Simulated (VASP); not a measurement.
# Zr3O (P6_322) in VASP: further runs

Runs on Zr3O. Level: PBEsol. Tasks: single point.

Program: VASP 6.6.1. These are calculated values, not measurements. Logs are shortened: lines on timing, memory, paths and dates and some standing lists are left out, and cuts for length are marked.

### 1 The cell of the first run

The structure is hexagonal, space group P6_322 (No. 182). The conventional cell has a = 5.583 Å, b = 5.583 Å, c = 5.568 Å, α = 90.00°, β = 90.00°, γ = 120.00°. Within 3.4 Å of Zr (site symmetry 2) lie 2 O at 2.31 Å and 12 Zr at 3.19 to 3.37 Å. O (site symmetry 32) has 6 Zr at 2.31 Å within 3.1 Å.

### 2 Single point, PBEsol (strain +0.000 along x and y, +0.080 along z)

Contents of INCAR:

```
SYSTEM = Zr3O
PREC = Accurate
ENCUT = 520
EDIFF = 1E-6
ISMEAR = 0
SIGMA = 0.15
LREAL = .False.
LASPH = .True.
NELM = 100
ALGO = Normal
ISIF = 2
LWAVE = .False.
LCHARG = .False.
GGA = PS
NBANDS = 52
```

Contents of KPOINTS:

```
regular mesh
0
Gamma
  12 12 8
  0 0 0
```

Contents of POSCAR:

```
Zr3O
1.0
    5.5833920356      0.0000000000      0.0000000000
   -2.7916960178      4.8353593421      0.0000000000
    0.0000000000      0.0000000000      5.5684077044
Zr O
6 2
Direct
    0.3393912867      0.0000000000      0.0000000000
    0.3393912867      0.3393912867      0.5000000000
    0.0000000000      0.3393912867      0.0000000000
    0.6606087133      0.0000000000      0.5000000000
    0.6606087133      0.6606087133      0.0000000000
    0.0000000000      0.6606087133      0.5000000000
    0.3333333333      0.6666666667      0.2500000000
    0.6666666667      0.3333333333      0.7500000000
```

Potentials or basis: VASP PAW PBE potentials, release 64 (Zr_sv, O).

On the command line:

```bash
$ cat potpaw_PBE.64/Zr_sv/POTCAR potpaw_PBE.64/O/POTCAR > POTCAR
$ mpirun -np 1 vasp_std > vasp.out
```

OUTCAR:

```text
SYSTEM = Zr3O
   PREC = Accurate
   ENCUT = 520
   EDIFF = 1E-6
   ISMEAR = 0
   LREAL = .False.
   LASPH = .True.
   NELM = 100
   ISIF = 2
   GGA = PS

 ion  position               nearest neighbor table
   1  0.339  0.000  0.000-   7 2.31   8 2.31   5 3.19   3 3.19   5 3.19   3 3.19   3 3.28   5 3.28
                             4 3.31   4 3.31   2 3.37   6 3.37   6 3.37   2 3.37
   2  0.339  0.339  0.500-   7 2.31   8 2.31   4 3.19   4 3.19   6 3.19   6 3.19   6 3.28   4 3.28
                             5 3.31   5 3.31   1 3.37   1 3.37   3 3.37   3 3.37
   3  0.000  0.339  0.000-   8 2.31   7 2.31   1 3.19   1 3.19   5 3.19   5 3.19   5 3.28   1 3.28
                             6 3.31   6 3.31   4 3.37   4 3.37   2 3.37   2 3.37
   4  0.661  0.000  0.500-   8 2.31   7 2.31   6 3.19   2 3.19   2 3.19   6 3.19   2 3.28   6 3.28
                             1 3.31   1 3.31   3 3.37   5 3.37   3 3.37   5 3.37
   5  0.661  0.661  0.000-   8 2.31   7 2.31   1 3.19   1 3.19   3 3.19   3 3.19   3 3.28   1 3.28
                             2 3.31   2 3.31   4 3.37   4 3.37   6 3.37   6 3.37
   6  0.000  0.661  0.500-   7 2.31   8 2.31   4 3.19   4 3.19   2 3.19   2 3.19   2 3.28   4 3.28
                             3 3.31   3 3.31   1 3.37   1 3.37   5 3.37   5 3.37
   7  0.333  0.667  0.250-   1 2.31   6 2.31   4 2.31   3 2.31   2 2.31   5 2.31
   8  0.667  0.333  0.750-   4 2.31   3 2.31   1 2.31   6 2.31   5 2.31   2 2.31

  LATTYP: Found a hexagonal cell.
 ALAT       =     5.5833920356
 C/A-ratio  =     0.9973162674

  Lattice vectors:

 A1 = (   5.5833920356,   0.0000000000,   0.0000000000)
 A2 = (  -2.7916960178,   4.8353593421,   0.0000000000)
 A3 = (   0.0000000000,   0.0000000000,   5.5684077044)

Analysis of symmetry for initial positions (statically):
=====================================================================
 Subroutine PRICEL returns:
 Original cell was already a primitive cell.

 Routine SETGRP: Setting up the symmetry group for a
 hexagonal supercell.

 Subroutine GETGRP returns: Found 12 space group operations
 (whereof  6 operations were pure point group operations)
 out of a pool of 24 trial point group operations.

The static configuration has the point symmetry D_3 .
 The point group associated with its full space group is D_6 .

Analysis of symmetry for dynamics (positions and initial velocities):
=====================================================================
 Subroutine PRICEL returns:
 Original cell was already a primitive cell.

 Routine SETGRP: Setting up the symmetry group for a
 hexagonal supercell.

 Subroutine GETGRP returns: Found 12 space group operations
 (whereof  6 operations were pure point group operations)
 out of a pool of 24 trial point group operations.

The dynamic configuration has the point symmetry D_3 .
 The point group associated with its full space group is D_6 .

 Subroutine INISYM returns: Found 12 space group operations
 (whereof  6 operations are pure point group operations),
 and found     1 'primitive' translations

----------------------------------------------------------------------------------------

                                     Primitive cell

  volume of cell :     150.3342

  direct lattice vectors                    reciprocal lattice vectors
     5.583392036  0.000000000  0.000000000     0.179102595  0.103404931  0.000000000
    -2.791696018  4.835359342  0.000000000     0.000000000  0.206809862  0.000000000
     0.000000000  0.000000000  5.568407704     0.000000000  0.000000000  0.179584551

  length of vectors
     5.583392036  5.583392036  5.568407704     0.206809862  0.206809862  0.179584551

  position of ions in fractional coordinates (direct lattice)
     0.339391287  0.000000000  0.000000000
     0.339391287  0.339391287  0.500000000
     1.000000000  0.339391287  0.000000000
     0.660608713  0.000000000  0.500000000
     0.660608713  0.660608713  0.000000000
     1.000000000  0.660608713  0.500000000
     0.333333333  0.666666667  0.250000000
     0.666666667  0.333333333  0.750000000

  ion indices of the primitive-cell ions
   primitive index   ion index
                 1           1
                 2           2
                 3           3
                 4           4
                 5           5
                 6           6
                 7           7
                 8           8

----------------------------------------------------------------------------------------

 KPOINTS: regular mesh

Automatic generation of k-mesh.
 Grid dimensions read from file:
 generate k-points for:   12   12    8

 Generating k-lattice:

  Cartesian coordinates                     Fractional coordinates (reciprocal lattice)
     0.014925216  0.008617078  0.000000000     0.083333333  0.000000000  0.000000000
     0.000000000  0.017234155  0.000000000     0.000000000  0.083333333  0.000000000
     0.000000000  0.000000000  0.022448069     0.000000000  0.000000000  0.125000000

  Length of vectors
     0.017234155  0.017234155  0.022448069

  Shift w.r.t. Gamma in fractional coordinates (k-lattice)
     0.000000000  0.000000000  0.000000000

 Subroutine IBZKPT returns following result:
 ===========================================

 Found     95 irreducible k-points:

 Following reciprocal coordinates:
            Coordinates               Weight
  0.000000  0.000000  0.000000      1.000000
  0.083333  0.000000  0.000000      6.000000
  0.166667  0.000000  0.000000      6.000000
  0.250000  0.000000  0.000000      6.000000
  0.333333  0.000000  0.000000      6.000000
  0.416667  0.000000  0.000000      6.000000
[... 16 lines left out ...]
  0.250000  0.000000  0.125000     12.000000
  0.333333  0.000000  0.125000     12.000000
 [... further k-points ...]
   k-points           NKPTS =     95   k-points in BZ     NKDIM =     95   number of bands    NBANDS=     52
   number of dos      NEDOS =    301   number of ions     NIONS =      8
   total plane-waves  NPLWV =  74088
   dimension x,y,z NGX =    42 NGY =   42 NGZ =   42
   dimension x,y,z NGXF=    84 NGYF=   84 NGZF=   84
   ions per type =               6   2
   NGX,Y,Z   is equivalent  to a cutoff of  12.51, 12.51, 12.54 a.u.
   NGXF,Y,Z  is equivalent  to a cutoff of  25.01, 25.01, 25.08 a.u.
 SYSTEM =  Zr3O
   PREC   = accura    normal or accurate (medium, high low for compatibility)
   ISTART =      0    job   : 0-new  1-cont  2-samecut
   ICHARG =      2    charge: 1-file 2-atom 10-const
   ISPIN  =      1    spin polarized calculation?
   LNONCOLLINEAR =      F non collinear calculations
   LSORBIT =      F    spin-orbit coupling
   LASPH  =      T    aspherical Exc in radial PAW
   ENCUT  =  520.0 eV  38.22 Ry    6.18 a.u.  10.38 10.38 10.35*2*pi/ulx,y,z
   NELM   =    100;   NELMIN=  2; NELMDL= -5     # of ELM steps
   EDIFF  = 0.1E-05   stopping-criterion for ELM
   LREAL  =      F    real-space projection
   EDIFFG = 0.1E-04   stopping-criterion for IOM
   NSW    =      0    number of steps for IOM
   IBRION =     -1    ionic relax: 0-MD 1-quasi-New 2-CG
   NFREE  =      0    steps in history (QN), initial steepest desc. (CG)
   ISIF   =      2    stress and relaxation
   ISYM   =      2    0-nonsym 1-usesym 2-fastsym
   POTIM  = 0.5000    time-step for ionic-motion
   TEBEG  =    0.0;   TEEND  =   0.0 temperature during run
   PSTRESS=    0.0 pullay stress
   NELECT =      84.0000    total number of electrons
   NUPDOWN=      -1.0000    fix difference up-down
   EMIN   =  10.00;   EMAX   =-10.00  energy-range for DOS
   EFERMI =   0.00;   METHOD = LEGACY
   ISMEAR =     0;   SIGMA  =   0.15  broadening in eV -4-tet -1-fermi 0-gaus
   EFERMI_NEDOS =   21; number of points for ismear=-14 and -15
   IALGO  =     38    algorithm
   IMIX   =      4    mixing-type and parameters
     AMIX     =   0.40;   BMIX     =  1.00
     AMIX_MAG =   1.60;   BMIX_MAG =  1.00
  volume/ion in A,a.u.               =      18.79       126.81
  Fermi-wavevector in a.u.,A,eV,Ry     =   1.348389  2.548086 24.737482  1.818154
  Thomas-Fermi vector in A             =   2.476062
   LORBIT       =      0    0 simple, 1 ext, 2 COOP (PROOUT), +10 PAW based schemes
   GGA     = PS    functional components
   LHFCALC =     F    Hartree Fock is set to
   AEXX    =    0.0000 exact exchange contribution
   IVDW    =     0    specifies the selected vdW correction
   LEPSILON=     F    determine dielectric tensor
   LRPA    =     F    only Hartree local field effects (RPA)
 non-spin polarized calculation
 Gauss-broadening in eV      SIGMA  =   0.15
  energy-cutoff  :      520.00
  volume of cell :      150.33
 maximum number of plane-waves:      4083
 NGX is ok and might be reduce to    42
   NGX = 21   NGY = 21   NGZ = 21

 number of electron      83.9999992 magnetization

 Free energy of the ion-electron system (eV)
  ---------------------------------------------------
  ext. energy  EPLUGINS =         0.00000000
  ---------------------------------------------------
  free energy    TOTEN  =       -76.15912381 eV

  energy without entropy =      -76.08054988  energy(sigma->0) =      -76.11983684

 E-fermi :   8.8840     XC(G=0): -11.4062

 val. band max:        8.8795317045   @ k =   0.1667   0.1667   0.1250
 cond. band min:       8.8849961694   @ k =   0.0833   0.0833   0.5000
 fundamental gap:      0.0054644649
 Fermi energy:         8.8839592414

 k-point     1 :       0.0000    0.0000    0.0000
  band No.  band energies     occupation
      1     -40.0057      2.00000
      2     -39.9170      2.00000
      3     -39.8618      2.00000
      4     -39.8618      2.00000
      5     -39.8545      2.00000
      6     -39.8545      2.00000
[... 44 lines left out ...]
     51      11.1624      0.00000
     52      11.4093      0.00000

 k-point     2 :       0.0833    0.0000    0.0000
  band No.  band energies     occupation
      1     -40.0032      2.00000
      2     -39.9154      2.00000
      3     -39.8652      2.00000
      4     -39.8644      2.00000
      5     -39.8536      2.00000
      6     -39.8535      2.00000
[... 1202 lines left out ...]
 k-point    24 :       0.3333    0.0000    0.1250
  band No.  band energies     occupation
      1     -39.9672      2.00000
      2     -39.8981      2.00000
      3     -39.8972      2.00000
      4     -39.8784      2.00000
      5     -39.8606      2.00000
      6     -39.8548      2.00000
[... 44 lines left out ...]
     51      11.1981      0.00000
     52      11.5203      0.00000

 [... further k-points ...]

------------------------ aborting loop because EDIFF is reached ----------------------------------------

  FORCE on cell =-STRESS in cart. coord.  units (eV):
  Direction    XX          YY          ZZ          XY          YZ          ZX
  --------------------------------------------------------------------------------------
  -------------------------------------------------------------------------------------
  Total       -6.4344831     -6.4344831    -14.1228666      0.0000000      0.0000000      0.0000000
  in kB      -68.5750832    -68.5750832   -150.5135287      0.0000000      0.0000000      0.0000000
  external PRESSURE =     -95.8878984 kB  Pullay stress =       0.0000000 kB

 VOLUME and BASIS-vectors are now :
 -----------------------------------------------------------------------------
  energy-cutoff  :      520.00
  volume of cell :      150.33
      direct lattice vectors                 reciprocal lattice vectors
     5.583392036  0.000000000  0.000000000     0.179102595  0.103404931  0.000000000
    -2.791696018  4.835359342  0.000000000     0.000000000  0.206809862  0.000000000
     0.000000000  0.000000000  5.568407704     0.000000000  0.000000000  0.179584551

 POSITION                                       TOTAL-FORCE (eV/Angst)
 -----------------------------------------------------------------------------------
      1.89495      0.00000      0.00000         0.208742     -0.000000      0.000000
      0.94748      1.64108      2.78420         0.104371      0.180776     -0.000000
     -0.94748      1.64108      0.00000        -0.104371      0.180776     -0.000000
      3.68844      0.00000      2.78420        -0.208742     -0.000000      0.000000
      1.84422      3.19428      0.00000        -0.104371     -0.180776      0.000000
     -1.84422      3.19428      2.78420         0.104371     -0.180776      0.000000
     -0.00000      3.22357      1.39210        -0.000000     -0.000000     -0.000000
      2.79170      1.61179      4.17631        -0.000000     -0.000000     -0.000000
 -----------------------------------------------------------------------------------
    total drift:                               -0.000001      0.000000     -0.000000

  FREE ENERGIE OF THE ION-ELECTRON SYSTEM (eV)
  ---------------------------------------------------
  free  energy   TOTEN  =       -76.1591238072 eV

  energy  without entropy=      -76.0805498791  energy(sigma->0) =      -76.11983684
```

Run time: 7.6 min. Hardware: 1 thread of AMD EPYC 9R45 (Zen 5), shared host; peak memory 0.58 GiB.

What came out:

```yaml
Free_energy: -76.1591 eV
Pressure: -9.6 GPa
Largest_force: 0.209 eV/Å
Band_gap_on_the_k_mesh: zero (bands 42 and 43 overlap by 0.20 eV)
```

Forces in eV/Å, atoms in the order of the input:
```
Zr   0.209  0.000  0.000
Zr   0.104  0.181  0.000
Zr  -0.104  0.181  0.000
Zr  -0.209  0.000  0.000
Zr  -0.104 -0.181  0.000
Zr   0.104 -0.181  0.000
O    0.000  0.000  0.000
O    0.000  0.000  0.000
```

Caveat: the cell differs from its parent crystal (strain +0.000 along x and y, +0.080 along z); the stress differs along the axes, from -15 to -7 GPa; the PAW data sets were made with another functional, which shifts forces and pressure a little.

### 3 Single point, PBEsol (strain +0.000 along x and y, -0.080 along z)

Contents of INCAR:

```
SYSTEM = Zr3O
  PREC = Accurate
  ENCUT = 520
  EDIFF = 1E-6
  ISMEAR = 0
  SIGMA = 0.15
  LREAL = .False.
  LASPH = .True.
  NELM = 80
  ALGO = Fast
  ISIF = 2
  LWAVE = .False.
  LCHARG = .False.
  GGA = PS
  NBANDS = 52
```

KPOINTS is that of step 2.

POSCAR, as its differences from that of step 2:

```diff
@@ -4,3 +4,3 @@
    -2.7916960178      4.8353593421      0.0000000000
-    0.0000000000      0.0000000000      5.5684077044
+    0.0000000000      0.0000000000      4.7434584148
 Zr O
```

Potentials or basis: VASP PAW PBE potentials, release 64 (Zr_sv, O).

On the command line:

```bash
$ cat potpaw_PBE.64/Zr_sv/POTCAR potpaw_PBE.64/O/POTCAR > POTCAR
$ mpirun -np 1 vasp_std > vasp.out
```

It took 28 min on 1 thread of Oxide Virtual Turin-like, shared host; peak memory 0.53 GiB.

It converged, with:

```yaml
Free_energy: -75.8735 eV
Pressure: 15.2 GPa
Largest_force: 0.249 eV/Å
Band_gap_on_the_k_mesh: zero (bands 42 and 43 overlap by 0.90 eV)
```

Forces in eV/Å, atoms in the order of the input:
```
Zr  -0.249  0.000  0.000
Zr  -0.125 -0.216  0.000
Zr   0.125 -0.216  0.000
Zr   0.249  0.000  0.000
Zr   0.125  0.216  0.000
Zr  -0.125  0.216  0.000
O    0.000  0.000  0.000
O    0.000  0.000  0.000
```

Stress tensor (GPa, compression positive):
```
10.12  0.00  0.00
 0.00 10.12  0.00
 0.00  0.00 25.36
```

Levels at points of the mesh, in eV from the Fermi level:
```
           k point  band 40  band 41  band 42  band 43  band 44  band 45
(0.00, 0.00, 0.00)    -1.34     0.59     0.65     0.65     1.00     1.00
(0.50, 0.00, 0.00)    -0.80    -0.80    -0.63     0.54     1.06     1.51
(0.00, 0.00, 0.50)    -0.40    -0.14    -0.14    -0.09    -0.09     0.33
(0.50, 0.00, 0.50)    -1.00    -0.38    -0.38     0.14     0.14     1.17
```

Caveat: the cell differs from its parent crystal (strain +0.000 along x and y, -0.080 along z); the stress differs along the axes, from 10 to 25 GPa; the PAW data sets were made with another functional, which shifts forces and pressure a little.

(Continued in part 2 of 2.)
